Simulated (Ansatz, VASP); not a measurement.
# One calculation of Sn, two programs

File INCAR:

```
SYSTEM = Sn
ALGO = Fast ; EDIFF = 1E-6
ENCUT = 520 ; GGA = PS
ISIF = 2 ; ISMEAR = 0
LASPH = .True. ; LCHARG = .False.
LREAL = .False. ; LWAVE = .False.
NBANDS = 13 ; NELM = 80
PREC = Accurate ; SIGMA = 0.1
```

The input KPOINTS:

```
k-points
0
Gamma
  16 16 16
  0 0 0
```

The input POSCAR:

```
Sn
1.0
   -1.8437364673      1.8834292357      2.3484436374
    1.8437364673     -1.8834292357      2.3484436374
    1.8437364673      1.8834292357     -2.3484436374
Sn
1
Direct
    0.0000000000      0.0000000000      0.0000000000
```

Input for Ansatz:

```yaml
crystal:
  lattice:
    - [-1.8437364673, 1.8834292357, 2.3484436374]
    - [1.8437364673, -1.8834292357, 2.3484436374]
    - [1.8437364673, 1.8834292357, -2.3484436374]
  atoms:
    - { symbol: Sn, position: [0.0, 0.0, 0.0] }
basis:
  ecutwfc: 420
kpoints:
  mp_grid: { grid: [16, 16, 16] }
hamiltonian:
  xc: pbesol
scf:
  occupations: { method: gaussian, width: 0.1 }
output:
  forces: true
  stress: true
  eigenvalues: true
  populations: true
```

Alike in both runs: task single point; functional PBEsol; k mesh 16 × 16 × 16; occupations gaussian, width 0.1 eV; no spin polarisation.

|  | VASP | Ansatz |
| --- | --- | --- |
| version | VASP 6.6.1 | Ansatz 0.2.0 |
| potentials or method | VASP PAW PBE potentials, release 64 (Sn_d), cutoff 520 eV | scalar-relativistic, plane waves, PAW |
| valence electrons in the cell | 14 | 14 |

|  | VASP | Ansatz | Ansatz less VASP |
| --- | --- | --- | --- |
| gap on the k mesh at the Fermi level (eV) | none | none | - |
| pressure (GPa) | -7.2 | -7.2 | +0.01 |
| traceless stress, the component that is largest in VASP (GPa) | -0.29 | -0.29 | 0.000 |

VASP's potentials were made for PBE, not for PBEsol. A gap of «none» marks a metal or a gap that the smearing closes.
